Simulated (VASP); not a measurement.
A run of VASP 6.6.1 is set up as follows.

The input INCAR:

```
  PREC = Accurate
  ENCUT = 520
  EDIFF = 1E-7
  ISMEAR = 0
  SIGMA = 0.02
  LREAL = F
  LASPH = T
  NELM = 80
  ALGO = Normal
  ISIF = 2
  LWAVE = F
  LCHARG = T
  GGA = CA
  LELF = T
  LVHAR = T
  NBANDS = 12
```

Contents of KPOINTS:

```
Automatic mesh
0
Gamma
  10 10 10
```

The input POSCAR:

```
LiF
1.0
    0.0000000000      1.9536223519      1.9536223519
    1.9536223519      0.0000000000      1.9536223519
    1.9536223519      1.9536223519      0.0000000000
Li F
1 1
Direct
    0.0000000000      0.0000000000      0.0000000000
    0.5000000000      0.5000000000      0.5000000000
```

Potentials or basis: VASP PAW LDA potentials, release 64 (Li_sv, F).

Run with:

```console
$ cat potpaw_LDA.64/Li_sv/POTCAR potpaw_LDA.64/F/POTCAR > POTCAR
$ mpirun -np 1 vasp_std > vasp.out
```

Problem. Estimate the band gap on the k mesh.

Solution. 9.70 eV.

 A k mesh can miss the band edges.
